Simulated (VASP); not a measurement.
Runs of VASP 6.6.1 on Rh. The structure is that of space group P6/mmm (No. 191), or close to it. The cells are those of the table. This isn't the form of Rh at room conditions, which is fcc.

| task | cell | k mesh | gap on the mesh (eV) | pressure (GPa) | relaxed volume (Å³/atom) |
| --- | --- | --- | --- | --- | --- |
| relaxation of cell and atoms | relaxed from a = 4.265, b = 4.265, c = 2.645 Å, angles 90.0, 90.0, 120.0°, 3 atoms | 12 × 12 × 18 | none | 0.0 | (a) |
| single point | a = 4.265, b = 4.265, c = 2.645 Å, angles 90.0, 90.0, 120.0°, 3 atoms | 6 × 6 × 6 | none | 0.0 | - |
| single point | a = 4.490, b = 4.490, c = 2.752 Å, angles 90.0, 90.0, 120.0°, 3 atoms | 6 × 6 × 6 | none | -27.3 | - |
| single point | a = 4.281, b = 4.281, c = 2.621 Å, angles 90.0, 90.0, 120.0°, 3 atoms | 12 × 12 × 18 | none | 0.0 | - |
| relaxation of cell and atoms | relaxed from a = 4.490, b = 4.490, c = 2.752 Å, angles 90.0, 90.0, 120.0°, 3 atoms | 6 × 6 × 6 | none | 0.0 | 13.89 |

Alike in all rows: level PBEsol; potentials or basis VASP PAW PBE potentials, release 64 (Rh_pv); no spin polarisation; cutoff (eV) 500; smearing gaussian 0.1 eV.

Task: Fill in the values left out.

Result: (a) 13.87.

Caveats: some runs use coarse meshes; the PAW data sets were made with another functional, which shifts forces and pressure a little.

A k mesh can miss the band edges, and the runs leave out spin-orbit coupling on Rh.

A gap of «none» marks levels without a gap at the run's occupations.
